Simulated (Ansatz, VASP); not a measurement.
HfO2: VASP beside Ansatz

INCAR

```
PREC     = Accurate       # precision mode
ENCUT    = 520            # plane-wave cutoff, eV
EDIFF    = 1E-6           # SCF threshold, eV
ISMEAR   = 0              # smearing method
SIGMA    = 0.05           # smearing width, eV
LREAL    = F              # projectors in reciprocal space
LASPH    = T              # aspherical terms in the spheres
NELM     = 100            # most SCF steps
ALGO     = Normal         # electronic algorithm
ISIF     = 2              # what is computed and relaxed
LWAVE    = F              # write WAVECAR
LCHARG   = F              # write CHGCAR
GGA      = PE             # functional
NBANDS   = 31             # bands
```

File KPOINTS:

```
Automatic mesh
0
Gamma
  6 6 6
```

The input POSCAR:

```
HfO2
1.0
    3.5580193300      0.0000000000      0.0000000000
    0.0000000000      3.5580193300      0.0000000000
    0.0000000000      0.0000000000      5.1718612100
Hf O
2 4
Direct
    0.4634261038      0.5000000000      0.5144253211
    0.0000000000      0.0000000000      0.0000000000
    0.0000000000      0.5000000000      0.6972078800
    0.5000000000      0.0000000000      0.8027921200
    0.5000000000      0.0000000000      0.3027921200
    0.0000000000      0.5000000000      0.1972078800
```

Input for Ansatz:

```yaml
crystal:
  lattice:
    - [3.55801933, 0.0, 0.0]
    - [0.0, 3.55801933, 0.0]
    - [0.0, 0.0, 5.17186121]
  atoms:
    - { symbol: Hf, position: [0.4634261038, 0.5, 0.5144253211] }
    - { symbol: Hf, position: [0.0, 0.0, 0.0] }
    - { symbol: O, position: [0.0, 0.5, 0.69720788] }
    - { symbol: O, position: [0.5, 0.0, 0.80279212] }
    - { symbol: O, position: [0.5, 0.0, 0.30279212] }
    - { symbol: O, position: [0.0, 0.5, 0.19720788] }
basis:
  ecutwfc: 420
kpoints:
  mp_grid: { grid: [6, 6, 6] }
hamiltonian:
  xc: pbe
scf:
  occupations: { method: gaussian, width: 0.05 }
output:
  forces: true
  stress: true
  eigenvalues: true
```

Alike in both runs: task single point; functional PBE; k mesh 6 × 6 × 6; occupations gaussian, width 0.05 eV; no spin polarisation.

```csv
,VASP,Ansatz
version,VASP 6.6.1,Ansatz 0.2.0
potentials or method,"VASP PAW PBE potentials, release 64 (Hf_pv, O), cutoff 520 eV","scalar-relativistic, plane waves, PAW"
valence electrons in the cell,44,76
```

VASP gave:

```
gap on the k mesh at the Fermi level (eV)                     : 4.45
least direct gap on the mesh (eV)                             : 4.53
pressure (GPa)                                                : 8.3
traceless stress, the component that is largest in VASP (GPa) : -5.79
rms of the force components (eV/Å)                            : 0.975
```

What did Ansatz give for the same quantities?

gap on the k mesh at the Fermi level (eV): 4.47; least direct gap on the mesh (eV): 4.55; pressure (GPa): 11.8; traceless stress, the component that is largest in VASP (GPa): -5.79; rms of the force components (eV/Å): 0.982.

Atom by atom the forces differ by 0.021 eV/Å (rms over components). With one functional, cell and mesh, what is left measures potentials, basis and numerics. VASP's potentials hold 44 valence electrons a cell and Ansatz's 76, so a difference there can come from the potentials and not from the codes.

Neither program's run includes spin-orbit coupling.
